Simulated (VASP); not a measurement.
The system is Ag3GeI.

```
Ag Ge I
1.0
     4.78213    0.00000    0.00000
     0.00000    4.78213    0.00000
     0.00000    0.00000    4.78213
Ag Ge I
3 1 1
Direct
  0.53000 0.88950 0.01750
  0.01750 0.53000 0.88950
  0.88950 0.01750 0.53000
  0.03190 0.03190 0.03190
  0.50000 0.50000 0.50000
```

Base run:

```yaml
Program: VASP 6.6.1
Functional: revPBE
Potentials_or_basis: VASP PAW PBE potentials, release 64 (Ag, Ge_d, I)
Cutoff: 520 eV
k_mesh: 4 × 4 × 4
Occupations: gaussian, width 0.0553 eV
Spin: no spin polarisation
```

Its results: band gap on the k mesh zero (bands 27 and 28 overlap by 1.82 eV); pressure 11.2 GPa; largest force 1.192 eV/Å.

After a change of settings the same cell gave: band gap on the k mesh zero (bands 27 and 28 overlap by 1.85 eV); pressure 1.8 GPa; largest force 0.917 eV/Å. Which change was it?
A. functional from revPBE to PBE; further incar settings from ALGO = Normal; EDIFF = 1e-07; NBANDS = 35 to ALGO = Normal; EDIFF = 1e-06; NBANDS = 35
B. functional from revPBE to LDA; potentials or basis from VASP PAW PBE potentials, release 64 (Ag, Ge_d, I) to VASP PAW LDA potentials, release 64 (Ag, Ge_d, I)
C. functional from revPBE to PBE

B.

Caveats: spin-orbit coupling is left out, which moves the levels of the heavy elements; the cell stands under pressure (at least some runs); the PAW data sets were made with another functional, which shifts forces and pressure a little (at least some runs).
